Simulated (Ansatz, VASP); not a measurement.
## Two plane-wave programs on Ir

```
CELL_PARAMETERS angstrom
-1.60414 1.60414 1.60414
1.60414 -1.60414 1.60414
1.60414 1.60414 -1.60414
ATOMIC_POSITIONS crystal
Ir 0.00000 0.00000 0.00000
```

Alike in both runs: task single point; functional BLYP; k mesh 16 × 16 × 16; occupations fermi-dirac, width 0.1 eV; no spin polarisation.

|  | VASP | Ansatz |
| --- | --- | --- |
| version | VASP 6.6.1 | Ansatz 0.2.0 |
| potentials or method | VASP PAW PBE potentials, release 64 (Ir_sv_GW), cutoff 560 eV | plane waves (420 eV) with PAW, scalar-relativistic |
| valence electrons in the cell | 17 | 17 |

|  | VASP | Ansatz | Ansatz less VASP |
| --- | --- | --- | --- |
| pressure (GPa) | -9.3 | -8.9 | +0.40 |

VASP's potentials were made for PBE, not for BLYP. The functional is the same, so the differences come from potentials, cutoffs and numerics.

Spin-orbit coupling is off throughout.
